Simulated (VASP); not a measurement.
Input of a VASP 6.6.1 run:

File INCAR:

```
SYSTEM = Pt
  ALGO = Normal
  EDIFF = 1E-7
  EDIFFG = -0.04
  ENCUT = 600
  GGA = PE
  IBRION = 2
  ISIF = 3
  ISMEAR = 0
  LASPH = .TRUE.
  LCHARG = .FALSE.
  LREAL = .FALSE.
  LWAVE = .FALSE.
  NELM = 60
  NSW = 90
  PREC = Accurate
  SIGMA = 0.1
```

Contents of KPOINTS:

```
k-points
0
G
  4 4 6
  0 0 0
```

POSCAR

```
Pt
1.0
    4.3856647600      0.0000000000      0.0000000000
    0.0000000000      4.3856647600      0.0000000000
    0.0000000000      0.0000000000      2.5381703500
Pt
3
Direct
    0.0000000000      0.5000000000      0.8292888700
    0.5000000000      0.0000000000      0.8292888700
    0.0000000000      0.0000000000      0.5229998200
```

Potentials or basis: VASP PAW PBE potentials, release 64 (Pt).

Run with:

```bash
$ cat potpaw_PBE.64/Pt/POTCAR > POTCAR
$ mpirun -np 1 vasp_std > vasp.out
```

**Question.** Estimate the band gap on the k mesh.

**Answer.** Zero (bands 15 and 16 overlap by 1.41 eV).

**Question.** Estimate the relaxed volume.

**Answer.** 18.82 Å³/atom.

**Question.** What does it give for the relaxed cell?

**Answer.** a = 4.524 Å, b = 4.524 Å, c = 2.759 Å, α = 90.00°, β = 90.00°, γ = 90.00°.

**Question.** Predict the space group after relaxing (to 0.1 Å).

**Answer.** P4/mmm (No. 123).

Forces in eV/Å, atoms in the order of the input:
```
Pt   0.000  0.000 -0.006
Pt   0.000  0.000 -0.006
Pt   0.000  0.000  0.011
```

Caveat: the k points lie up to 0.38 Å⁻¹ apart in the final cell, too coarse for converged energies and pressures of a metal; the volume moved by over 15 % at a fixed basis, so the end points are rough; spin-orbit coupling is left out, which moves the levels of the heavy elements.
